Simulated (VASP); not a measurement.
Crystal: Bi2Se3.

```xyz
5
Lattice="2.0576 1.1880 9.4813 -2.0576 1.1880 9.4813 0.0000 -2.3759 9.4813" Properties=species:S:1:pos:R:3 pbc="T T T"
Bi    0.0000    0.0000   17.0435
Bi    0.0000    0.0000   11.4003
Se    0.0000    0.0000   22.4223
Se    0.0000    0.0000    6.0216
Se    0.0000    0.0000    0.0000
```

Base run:

- Program: VASP 6.6.1
- Functional: RPBE
- Potentials or basis: VASP PAW PBE potentials, release 64 (Bi_d, Se)
- Cutoff: 520 eV
- k mesh: 8 × 8 × 8
- Occupations: fermi-dirac, width 0.05 eV
- Spin: no spin polarisation

Its results: band gap on the k mesh 0.27 eV; pressure 5.7 GPa; largest force 0.335 eV/Å.

Problem. The run is repeated on the same cell with these changes: functional from RPBE to PBEsol. What comes out?

Solution. Band gap on the k mesh 0.12 eV; pressure 1.1 GPa; largest force 0.240 eV/Å.

PBEsol binds more tightly than RPBE, so the same cell stands under less pressure.

Caveats: the PAW data sets were made with another functional, which shifts forces and pressure a little; spin-orbit coupling is left out, which moves the levels of the heavy elements; the cell stands under pressure (at least some runs).

A k mesh can miss the band edges.
